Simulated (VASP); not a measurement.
A run of VASP 6.6.1 is set up as follows.

INCAR

```
SYSTEM = Zr2Si2C
PREC = Accurate
ENCUT = 520
EDIFF = 1E-6
ISMEAR = 0
SIGMA = 0.1
LREAL = .False.
LASPH = .True.
NELM = 100
ALGO = Normal
ISIF = 2
LWAVE = .False.
LCHARG = .False.
GGA = PE
NBANDS = 26
```

KPOINTS

```
regular mesh
0
Gamma
  8 12 8
  0 0 0
```

POSCAR

```
Zr2Si2C
1.0
    4.5445227799      0.0000000000     -0.0055131554
    0.0000000000      3.1711510656      0.0000000000
   -1.0863185795      0.0000000000      5.3922855262
Zr Si C
2 2 1
Direct
    0.0787517314      0.5000000000      0.2258453084
    0.4660645237      0.0000000000      0.7555004768
    0.9590318455      0.5000000000      0.7277620063
    0.5744668022      0.0000000000      0.2647034041
    0.9216850971      0.0000000000      0.5261888045
```

Potentials or basis: VASP PAW PBE potentials, release 64 (Zr_sv, Si, C).

Command:

```bash
$ cat potpaw_PBE.64/Zr_sv/POTCAR potpaw_PBE.64/Si/POTCAR potpaw_PBE.64/C/POTCAR > POTCAR
$ mpirun -np 1 vasp_std > vasp.out
```

**Question.** What does it give for the pressure?

**Answer.** 0.0 GPa.

**Question.** Predict the largest force.

**Answer.** 0.008 eV/Å.

**Question.** Predict the band gap on the k mesh.

**Answer.** Zero (bands 18 and 19 overlap by 0.48 eV).

Forces in eV/Å, atoms in the order of the input:
```
Zr   0.000  0.000 -0.004
Zr   0.002  0.000  0.001
Si  -0.001  0.000 -0.007
Si   0.003  0.000  0.003
C   -0.005  0.000  0.007
```
